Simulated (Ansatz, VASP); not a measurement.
# Os in VASP and in Ansatz

INCAR

```
SYSTEM = Os
PREC     = Accurate       ! precision mode
ENCUT    = 520            ! plane-wave cutoff, eV
EDIFF    = 1E-8           ! SCF threshold, eV
ISMEAR   = -1             ! smearing method
SIGMA    = 0.05           ! smearing width, eV
LREAL    = .False.        ! projectors in reciprocal space
LASPH    = .True.         ! aspherical terms in the spheres
NELM     = 80             ! most SCF steps
ALGO     = Normal         ! electronic algorithm
ISIF     = 2              ! what is computed and relaxed
LWAVE    = .False.        ! write WAVECAR
LCHARG   = .False.        ! write CHGCAR
GGA      = PE             ! functional
LEFG     = .True.       
NBANDS   = 10             ! bands
```

File KPOINTS:

```
Automatic mesh
0
Gamma
  14 14 14
  0 0 0
```

POSCAR

```
Os
1.0
    0.0000000000      1.9839000000      1.9450000000
    1.9839000000      0.0000000000      1.9450000000
    1.9839000000      1.9839000000      0.0000000000
Os
1
Direct
    0.0000000000      0.0000000000      0.0000000000
```

Input for Ansatz:

```yaml
crystal:
  lattice:
    - [0.0, 1.9839, 1.945]
    - [1.9839, 0.0, 1.945]
    - [1.9839, 1.9839, 0.0]
  atoms:
    - { symbol: Os, position: [0.0, 0.0, 0.0] }
kpoints:
  mp_grid: { grid: [14, 14, 14] }
scf:
  occupations: { method: fermi_dirac, width: 0.05 }
hamiltonian:
  xc: pbe
  pseudopotentials: { kind: all_electron, datasets: crystal }
output:
  forces: true
  stress: true
  eigenvalues: true
  efg: { contact_densities: true }
```

Change from the starting cell: equal xx and yy strain of +2 %, crystal datasets.

Alike in both runs: task electric field gradients; functional PBE; k mesh 14 × 14 × 14; occupations fermi-dirac, width 0.05 eV; no spin polarisation.

|  | VASP | Ansatz |
| --- | --- | --- |
| version | VASP 6.6.1 | Ansatz 0.2.0 |
| potentials or method | VASP PAW PBE potentials, release 64 (Os), cutoff 520 eV | all-electron PAW with datasets made for the crystal, scalar-relativistic |

VASP gave:

```
pressure (GPa)                                                : -22.1
traceless stress, the component that is largest in VASP (GPa) : 3.25
size of Vzz on the site where it differs most (V/Å²)          : 2.5
```

Problem. What did Ansatz give for the same quantities?

Solution. Pressure (GPa): -21.7; traceless stress, the component that is largest in VASP (GPa): 3.30; size of Vzz on the site where it differs most (V/Å²): 0.7.

Ansatz ran all-electron here, and VASP with PAW potentials.

Neither program's run includes spin-orbit coupling.
